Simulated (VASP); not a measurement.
A run of VASP 6.6.1:

Contents of INCAR:

```
SYSTEM = ZnWO4
PREC = Accurate
ENCUT = 1000
EDIFF = 1E-6
ISMEAR = -1
SIGMA = 0.05
LREAL = Auto
LASPH = .TRUE.
NELM = 120
ALGO = Normal
ISIF = 2
LWAVE = .FALSE.
LCHARG = .FALSE.
GGA = PE
NBANDS = 90
ISYM = 0
GGA_COMPAT = .FALSE.
```

The input KPOINTS:

```
Automatic mesh
0
G
  1 1 1
  0 0 0
```

POSCAR

```
ZnWO4
1.0
    6.3295770000      0.1311510000     -0.0352210000
    0.1311510000      5.9276150000     -0.0312300000
   -0.0352210000     -0.0312300000      6.2590500000
W O Zn
3 12 3
Direct
    0.6964463757      0.6365833600      0.8275604183
    0.6453424695      0.5127189003      0.3131781690
    0.3684946363      0.9626405955      0.2523622619
    0.6473588148      0.3899233401      0.5825871228
    0.2313112103      0.0696755669      1.0149097675
    0.9962031922      0.4100924716      0.7991780638
    0.9278035753      0.5362075059      0.3042594212
    0.5475206746      0.1772400503      0.2906072699
    0.3340632499      0.5925918593      0.2442883002
    0.6100572638      0.8115440225      0.0639174230
    0.8799267169      0.8459572037      0.7584975583
    0.1780509631      0.0428460999      0.4627520497
    0.6042251432      0.7908603013      0.4576726470
    0.3888756660      0.6455837319      0.7610068892
    0.6832547012      0.3974921244      0.0107530045
    0.2229873394      0.4401472244      0.9964874278
    0.1799932327      0.8943957968      0.7425947264
    0.1072426152      0.4493443818      0.5309149499
```

Potentials or basis: VASP PAW PBE potentials, release 64 (W_sv, O_h, Zn).

Launch:

```console
$ cat potpaw_PBE.64/W_sv/POTCAR potpaw_PBE.64/O_h/POTCAR potpaw_PBE.64/Zn/POTCAR > POTCAR
$ mpirun -np 1 vasp_gam > vasp.out
```

Hardware: 1 thread of Intel(R) Xeon(R) 6975P-C (Granite Rapids), on a shared host.

**Question.** How long does it take, and how much memory?

**Answer.** Wall time 85 s on 1 thread of Intel(R) Xeon(R) 6975P-C (Granite Rapids), with other jobs on the host, peak memory 0.63 GiB. Counts: scf iterations 18, k points 1.
